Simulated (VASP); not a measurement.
# BaO (Fm-3m) in VASP: relaxation of cell and atoms with PBE+D3(BJ)

Aim: the relaxation of cell and atoms of BaO with PBE+D3(BJ).

Everything below comes from runs of VASP 6.6.1. Logs are shortened: lines on timing, memory, paths and dates and some standing lists are left out, and cuts for length are marked.

### Step 1. The cell of the first run

The structure is cubic, space group Fm-3m (No. 225). Conventional cell: a = 5.581 Å, b = 5.581 Å, c = 5.581 Å, α = 90.00°, β = 90.00°, γ = 90.00°. Ba (site symmetry m-3m) has 6 O at 2.79 Å within 3.7 Å. O (site symmetry m-3m) has 6 Ba at 2.79 Å within 3.7 Å.

### Step 2. Relaxation of cell and atoms, PBE+D3(BJ)

File INCAR:

```
ALGO = Normal
EDIFF = 1E-7
EDIFFG = -0.002
ENCUT = 1340
GGA = PE
GGA_COMPAT = False
IBRION = 2
ISIF = 3
ISMEAR = 0
IVDW = 12
LASPH = True
LCHARG = False
LREAL = False
LWAVE = False
NELM = 120
NELMIN = 4
NSW = 100
PREC = Accurate
SIGMA = 0.02
```

File KPOINTS:

```
k-points
0
Gamma
  8 8 8
```

File POSCAR:

```
BaO
1.0
    0.0000000000      2.7903917100      2.7903917100
    2.7903917100      0.0000000000      2.7903917100
    2.7903917100      2.7903917100      0.0000000000
Ba O
1 1
Direct
    0.0000000000      0.0000000000      0.0000000000
    0.5000000000      0.5000000000      0.5000000000
```

Potentials or basis: VASP PAW PBE potentials, release 64 (Ba_sv, O_h).

Started as:

```
cat potpaw_PBE.64/Ba_sv/POTCAR potpaw_PBE.64/O_h/POTCAR > POTCAR
mpirun -np 1 vasp_std > vasp.out
```

OUTCAR:

```text
EDIFF = 1E-7
   EDIFFG = -0.002
   ENCUT = 1340
   GGA = PE
   IBRION = 2
   ISIF = 3
   ISMEAR = 0
   IVDW = 12
   LASPH = True
   LREAL = False
   NELM = 120
   NELMIN = 4
   NSW = 100
   PREC = Accurate
 IVDW          = 12

 ion  position               nearest neighbor table
   1  0.000  0.000  0.000-   2 2.79   2 2.79   2 2.79   2 2.79   2 2.79   2 2.79
   2  0.500  0.500  0.500-   1 2.79   1 2.79   1 2.79   1 2.79   1 2.79   1 2.79

  LATTYP: Found a face centered cubic cell.
 ALAT       =     5.5807834200

  Lattice vectors:

 A1 = (   0.0000000000,   2.7903917100,   2.7903917100)
 A2 = (   2.7903917100,   0.0000000000,   2.7903917100)
 A3 = (   2.7903917100,   2.7903917100,   0.0000000000)

Analysis of symmetry for initial positions (statically):
=====================================================================
 Subroutine PRICEL returns:
 Original cell was already a primitive cell.

 Routine SETGRP: Setting up the symmetry group for a
 face centered cubic supercell.

 Subroutine GETGRP returns: Found 48 space group operations
 (whereof 48 operations were pure point group operations)
 out of a pool of 48 trial point group operations.

The static configuration has the point symmetry O_h .

Analysis of symmetry for dynamics (positions and initial velocities):
=====================================================================
 Subroutine PRICEL returns:
 Original cell was already a primitive cell.

 Routine SETGRP: Setting up the symmetry group for a
 face centered cubic supercell.

 Subroutine GETGRP returns: Found 48 space group operations
 (whereof 48 operations were pure point group operations)
 out of a pool of 48 trial point group operations.

The dynamic configuration has the point symmetry O_h .

 Subroutine INISYM returns: Found 48 space group operations
 (whereof 48 operations are pure point group operations),
 and found     1 'primitive' translations

----------------------------------------------------------------------------------------

                                     Primitive cell

  volume of cell :      43.4536

  direct lattice vectors                    reciprocal lattice vectors
     0.000000000  2.790391710  2.790391710    -0.179186312  0.179186312  0.179186312
     2.790391710  0.000000000  2.790391710     0.179186312 -0.179186312  0.179186312
     2.790391710  2.790391710  0.000000000     0.179186312  0.179186312 -0.179186312

  length of vectors
     3.946209801  3.946209801  3.946209801     0.310359797  0.310359797  0.310359797

  position of ions in fractional coordinates (direct lattice)
     0.000000000  0.000000000  0.000000000
     0.500000000  0.500000000  0.500000000

  ion indices of the primitive-cell ions
   primitive index   ion index
                 1           1
                 2           2

----------------------------------------------------------------------------------------

 KPOINTS: k-points

Automatic generation of k-mesh.
 Grid dimensions read from file:
 generate k-points for:    8    8    8

 Generating k-lattice:

  Cartesian coordinates                     Fractional coordinates (reciprocal lattice)
    -0.022398289  0.022398289  0.022398289     0.125000000  0.000000000  0.000000000
     0.022398289 -0.022398289  0.022398289     0.000000000  0.125000000  0.000000000
     0.022398289  0.022398289 -0.022398289     0.000000000  0.000000000  0.125000000

  Length of vectors
     0.038794975  0.038794975  0.038794975

  Shift w.r.t. Gamma in fractional coordinates (k-lattice)
     0.000000000  0.000000000  0.000000000

 Subroutine IBZKPT returns following result:
 ===========================================

 Found     29 irreducible k-points:

 Following reciprocal coordinates:
            Coordinates               Weight
  0.000000  0.000000  0.000000      1.000000
  0.125000  0.000000  0.000000      8.000000
  0.250000  0.000000  0.000000      8.000000
  0.375000  0.000000  0.000000      8.000000
  0.500000  0.000000  0.000000      4.000000
  0.125000  0.125000  0.000000      6.000000
[... 16 lines left out ...]
  0.500000  0.250000  0.125000     48.000000
 -0.375000  0.250000  0.125000     24.000000
 [... further k-points ...]
   k-points           NKPTS =     29   k-points in BZ     NKDIM =     29   number of bands    NBANDS=     12
   number of dos      NEDOS =    301   number of ions     NIONS =      2
   total plane-waves  NPLWV = 110592
   dimension x,y,z NGX =    48 NGY =   48 NGZ =   48
   dimension x,y,z NGXF=    96 NGYF=   96 NGZF=   96
   ions per type =               1   1
   NGX,Y,Z   is equivalent  to a cutoff of  20.22, 20.22, 20.22 a.u.
   NGXF,Y,Z  is equivalent  to a cutoff of  40.44, 40.44, 40.44 a.u.
 SYSTEM =  unknown system
   PREC   = accura    normal or accurate (medium, high low for compatibility)
   ISTART =      0    job   : 0-new  1-cont  2-samecut
   ICHARG =      2    charge: 1-file 2-atom 10-const
   ISPIN  =      1    spin polarized calculation?
   LNONCOLLINEAR =      F non collinear calculations
   LSORBIT =      F    spin-orbit coupling
   LASPH  =      T    aspherical Exc in radial PAW
   ENCUT  = 1340.0 eV  98.49 Ry    9.92 a.u.  11.78 11.78 11.78*2*pi/ulx,y,z
   NELM   =    120;   NELMIN=  4; NELMDL= -5     # of ELM steps
   EDIFF  = 0.1E-06   stopping-criterion for ELM
   LREAL  =      F    real-space projection
   EDIFFG = -.2E-02   stopping-criterion for IOM
   NSW    =    100    number of steps for IOM
   IBRION =      2    ionic relax: 0-MD 1-quasi-New 2-CG
   NFREE  =      1    steps in history (QN), initial steepest desc. (CG)
   ISIF   =      3    stress and relaxation
   ISYM   =      2    0-nonsym 1-usesym 2-fastsym
   POTIM  = 0.5000    time-step for ionic-motion
   TEBEG  =    0.0;   TEEND  =   0.0 temperature during run
   PSTRESS=    0.0 pullay stress
   NELECT =      16.0000    total number of electrons
   NUPDOWN=      -1.0000    fix difference up-down
   EMIN   =  10.00;   EMAX   =-10.00  energy-range for DOS
   EFERMI =   0.00;   METHOD = LEGACY
   ISMEAR =     0;   SIGMA  =   0.02  broadening in eV -4-tet -1-fermi 0-gaus
   EFERMI_NEDOS =   21; number of points for ismear=-14 and -15
   IALGO  =     38    algorithm
   IMIX   =      4    mixing-type and parameters
     AMIX     =   0.40;   BMIX     =  1.00
     AMIX_MAG =   1.60;   BMIX_MAG =  1.00
  volume/ion in A,a.u.               =      21.73       146.62
  Fermi-wavevector in a.u.,A,eV,Ry     =   1.173383  2.217372 18.732866  1.376827
  Thomas-Fermi vector in A             =   2.309797
   LORBIT       =      0    0 simple, 1 ext, 2 COOP (PROOUT), +10 PAW based schemes
   GGA     = PE    functional components
   LHFCALC =     F    Hartree Fock is set to
   AEXX    =    0.0000 exact exchange contribution
   IVDW    =    12    specifies the selected vdW correction
   LEPSILON=     F    determine dielectric tensor
   LRPA    =     F    only Hartree local field effects (RPA)
 conjugate gradient relaxation of ions
 non-spin polarized calculation
 Gauss-broadening in eV      SIGMA  =   0.02
  energy-cutoff  :     1340.00
  volume of cell :       43.45
 maximum number of plane-waves:      4909
   NGX = 23   NGY = 23   NGZ = 23

--------------------------------------- Ionic step        1  -------------------------------------------

 number of electron      15.9999999 magnetization

 Free energy of the ion-electron system (eV)
  ---------------------------------------------------
  ext. energy  EPLUGINS =         0.00000000
  ---------------------------------------------------
  free energy    TOTEN  =       -11.81344573 eV

  energy without entropy =      -11.81344573  energy(sigma->0) =      -11.81344573

------------------------ aborting loop because EDIFF is reached ----------------------------------------

 Edisp (eV)   -0.44291

 E8    (eV) :    -0.2290

  FORCE on cell =-STRESS in cart. coord.  units (eV):
  Direction    XX          YY          ZZ          XY          YZ          ZX
  --------------------------------------------------------------------------------------
  -------------------------------------------------------------------------------------
  Total      -0.08657    -0.08657    -0.08657    -0.00000    -0.00000     0.00000
  in kB      -3.19202    -3.19202    -3.19202    -0.00000    -0.00000     0.00000
  external pressure =       -3.19 kB  Pullay stress =        0.00 kB

 VOLUME and BASIS-vectors are now :
 -----------------------------------------------------------------------------
  energy-cutoff  :     1340.00
  volume of cell :       43.45
      direct lattice vectors                 reciprocal lattice vectors
     0.000000000  2.790391710  2.790391710    -0.179186312  0.179186312  0.179186312
     2.790391710  0.000000000  2.790391710     0.179186312 -0.179186312  0.179186312
     2.790391710  2.790391710  0.000000000     0.179186312  0.179186312 -0.179186312

 POSITION                                       TOTAL-FORCE (eV/Angst)
 -----------------------------------------------------------------------------------
      0.00000      0.00000      0.00000        -0.000000     -0.000000     -0.000000
      2.79039      2.79039      2.79039         0.000000      0.000000      0.000000
 -----------------------------------------------------------------------------------
    total drift:                               -0.000000     -0.000000     -0.000000

  FREE ENERGIE OF THE ION-ELECTRON SYSTEM (eV)
  ---------------------------------------------------
  free  energy   TOTEN  =       -12.2563563968 eV

  energy  without entropy=      -12.2563563968  energy(sigma->0) =      -12.25635640

--------------------------------------- Ionic step        2  -------------------------------------------

 number of electron      15.9999999 magnetization

 Free energy of the ion-electron system (eV)
  ---------------------------------------------------
  ext. energy  EPLUGINS =         0.00000000
  ---------------------------------------------------
  free energy    TOTEN  =       -11.81097612 eV

  energy without entropy =      -11.81097612  energy(sigma->0) =      -11.81097612

 E-fermi :   2.0686     XC(G=0):  -9.5462

 val. band max:        1.9409043854   @ k =   0.5000   0.5000   0.0000
 cond. band min:       3.9716984982   @ k =   0.5000   0.5000   0.0000
 fundamental gap:      2.0307941128
 Fermi energy:         2.0686207701

 k-point     1 :       0.0000    0.0000    0.0000
  band No.  band energies     occupation
      1     -23.9690      2.00000
      2     -13.0249      2.00000
      3      -8.5149      2.00000
      4      -8.5149      2.00000
      5      -8.5149      2.00000
      6       1.6406      2.00000
      7       1.6406      2.00000
      8       1.6406      2.00000
      9       5.4229      0.00000
     10       6.6341      0.00000
     11       6.6341      0.00000
     12       6.6341      0.00000

 k-point     2 :       0.1250    0.0000    0.0000
  band No.  band energies     occupation
      1     -23.9353      2.00000
      2     -13.1251      2.00000
      3      -8.5500      2.00000
      4      -8.5326      2.00000
      5      -8.5326      2.00000
      6       1.3087      2.00000
      7       1.4468      2.00000
      8       1.4468      2.00000
      9       6.0523      0.00000
     10       6.5187      0.00000
     11       6.9181      0.00000
     12       6.9181      0.00000
[... 301 lines left out ...]
 k-point    23 :       0.5000    0.2500    0.1250
  band No.  band energies     occupation
      1     -23.7242      2.00000
      2     -13.5074      2.00000
      3      -9.0889      2.00000
      4      -8.9672      2.00000
      5      -8.6312      2.00000
      6       0.5633      2.00000
      7       0.8204      2.00000
      8       1.4186      2.00000
      9       6.0871      0.00000
     10       7.8875      0.00000
     11       9.2339      0.00000
     12       9.3881      0.00000

 k-point    24 :      -0.3750    0.2500    0.1250
  band No.  band energies     occupation
      1     -23.6956      2.00000
      2     -13.5522      2.00000
      3      -9.1085      2.00000
      4      -9.1062      2.00000
      5      -8.6236      2.00000
      6       0.4687      2.00000
      7       1.0533      2.00000
      8       1.1217      2.00000
      9       6.7830      0.00000
     10       7.3836      0.00000
     11       9.6969      0.00000
     12       9.7420      0.00000

 [... further k-points ...]

------------------------ aborting loop because EDIFF is reached ----------------------------------------

 Edisp (eV)   -0.44577

 E8    (eV) :    -0.2304

  FORCE on cell =-STRESS in cart. coord.  units (eV):
  Direction    XX          YY          ZZ          XY          YZ          ZX
  --------------------------------------------------------------------------------------
  -------------------------------------------------------------------------------------
  Total      -0.00087    -0.00087    -0.00087     0.00000     0.00000    -0.00000
  in kB      -0.03242    -0.03242    -0.03242     0.00000     0.00000    -0.00000
  external pressure =       -0.03 kB  Pullay stress =        0.00 kB

 VOLUME and BASIS-vectors are now :
 -----------------------------------------------------------------------------
  energy-cutoff  :     1340.00
  volume of cell :       43.18
      direct lattice vectors                 reciprocal lattice vectors
     0.000000000  2.784564679  2.784564679    -0.179561281  0.179561281  0.179561281
     2.784564679 -0.000000000  2.784564679     0.179561281 -0.179561281  0.179561281
     2.784564679  2.784564679 -0.000000000     0.179561281  0.179561281 -0.179561281

 POSITION                                       TOTAL-FORCE (eV/Angst)
 -----------------------------------------------------------------------------------
      5.56913      5.56913      5.56913         0.000000      0.000000     -0.000000
      2.78456      2.78456      2.78456        -0.000000     -0.000000      0.000000
 -----------------------------------------------------------------------------------
    total drift:                               -0.000000     -0.000000     -0.000000

  FREE ENERGIE OF THE ION-ELECTRON SYSTEM (eV)
  ---------------------------------------------------
  free  energy   TOTEN  =       -12.2567493634 eV

  energy  without entropy=      -12.2567493634  energy(sigma->0) =      -12.25674936

 reached required accuracy - stopping structural energy minimisation
```

Run time: 92 s. Hardware: 1 thread of Intel Xeon Platinum 8375C at 2.90GHz (Ice Lake), shared host; peak memory 0.41 GiB.

Results:

```yaml
Free_energy: -12.2567 eV
Relaxed_volume: 21.59 Å³/atom
Relaxed_cell: a = 3.938 Å, b = 3.938 Å, c = 3.938 Å, α = 60.00°, β = 60.00°, γ = 60.00°
Space_group_after_relaxing_to_0.1_Å: Fm-3m (No. 225)
Energy_gained_by_relaxing: 0.2 meV/atom
Ionic_steps: 2
Pressure_after_relaxing: 0.0 GPa
Band_gap_on_the_k_mesh: 2.03 eV
Dispersion_energy_per_atom: -0.223 eV
```

Step by step:
```csv
step,energy change (eV),largest force (eV/Å),pressure (GPa),volume (Å³)
1,0.0000,0.0000,-0.32,43.45
2,-0.0004,0.0000,0.00,43.18
```

Final structure:
```
Ba O
1.0
     0.00000    2.78456    2.78456
     2.78456    0.00000    2.78456
     2.78456    2.78456    0.00000
Ba O
1 1
Direct
  0.00000 0.00000 0.00000
  0.50000 0.50000 0.50000
```

Caveat: spin-orbit coupling is left out, which moves the levels of the heavy elements. A k mesh can miss the band edges.
